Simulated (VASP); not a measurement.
Runs of VASP 6.6.1 on KBr. The structure is that of space group I4/mmm (No. 139), or close to it. The cells are those of the table. 

```csv
cell,gap on the mesh (eV),pressure (GPa)
"a = 4.658, b = 4.658, c = 4.796 Å, angles 59.0, 59.0, 62.0°, 2 atoms",(c),-0.1
"a = 4.623, b = 4.623, c = 4.726 Å, angles 59.3, 59.3, 61.5°, 2 atoms",(a),0.3
"a = 4.727, b = 4.727, c = 4.796 Å, angles 59.5, 59.5, 61.0°, 2 atoms",(b),-0.7
"a = 4.692, b = 4.692, c = 4.796 Å, angles 59.3, 59.3, 61.5°, 2 atoms",4.96,-0.4
"a = 4.657, b = 4.657, c = 4.726 Å, angles 59.5, 59.5, 61.0°, 2 atoms",5.04,0.0
```

Alike in all rows: task single point; level r2SCAN; potentials or basis VASP PAW PBE potentials, release 64 (K_sv, Br); no spin polarisation; k mesh 6 × 6 × 6; cutoff (eV) 520; smearing gaussian 0.05 eV.

Task: Fill in the values left out.

Result: (a) 5.07; (b) 4.93; (c) 4.99.

Caveats: the PAW data sets were made with another functional, which shifts forces and pressure a little.

A k mesh can miss the band edges, and the runs leave out spin-orbit coupling on Br.
